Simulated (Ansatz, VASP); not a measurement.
# Two plane-wave programs on ZrH3

File INCAR:

```
PREC = Accurate ; ENCUT = 520
EDIFF = 1E-7 ; ISMEAR = -1
SIGMA = 0.01 ; LREAL = False
LASPH = True ; NELM = 60
ALGO = Normal ; ISIF = 2
LWAVE = False ; LCHARG = False
GGA = PS ; NBANDS = 16
```

KPOINTS

```
regular mesh
0
Gamma
  7 7 7
```

File POSCAR:

```
ZrH3
1.0
    3.2072698730      0.0000000000      0.0000000000
    0.0000000000      3.2072698730      0.0000000000
    0.0000000000      0.0000000000      3.2072698730
Zr H
1 3
Direct
    0.0000000000      0.0000000000      0.0000000000
    0.0000000000      0.5000000000      0.5000000000
    0.5000000000      0.0000000000      0.5000000000
    0.5000000000      0.5000000000      0.0000000000
```

Input for Ansatz:

```yaml
crystal:
  lattice:
    - [3.207269873038397, 0.0, 0.0]
    - [0.0, 3.207269873038397, 0.0]
    - [0.0, 0.0, 3.207269873038397]
  atoms:
    - { symbol: Zr, position: [0.0, 0.0, 0.0] }
    - { symbol: H, position: [0.0, 0.5, 0.5] }
    - { symbol: H, position: [0.5, 0.0, 0.5] }
    - { symbol: H, position: [0.5, 0.5, 0.0] }
basis:
  ecutwfc: 639.467576780718
  ecutrho_ratio: 8
kpoints:
  mp_grid:
    grid: [7, 7, 7]
hamiltonian:
  xc: pbesol
scf:
  n_extra_bands: 2
  convergence:
    dr2_threshold: 1.0e-07
  mixing:
    algorithm: anderson
    preconditioner: local_kerker
  occupations:
    method: fermi_dirac
    width: 0.01
output:
  stress: true
```

Alike in both runs: task single point; functional PBEsol; k mesh 7 × 7 × 7; occupations fermi-dirac, width 0.01 eV; no spin polarisation.

|  | VASP | Ansatz |
| --- | --- | --- |
| version | VASP 6.6.1 | Ansatz 0.2.0 |
| potentials or method | VASP PAW PBE potentials, release 64 (Zr_sv, H), cutoff 520 eV | plane waves, PAW |
| valence electrons in the cell | 15 | 15 |

|  | VASP | Ansatz | Ansatz less VASP |
| --- | --- | --- | --- |
| pressure (GPa) | -12.7 | -12.7 | +0.03 |

VASP's potentials were made for PBE, not for PBEsol. Ansatz's warnings: stress scf threshold loose.
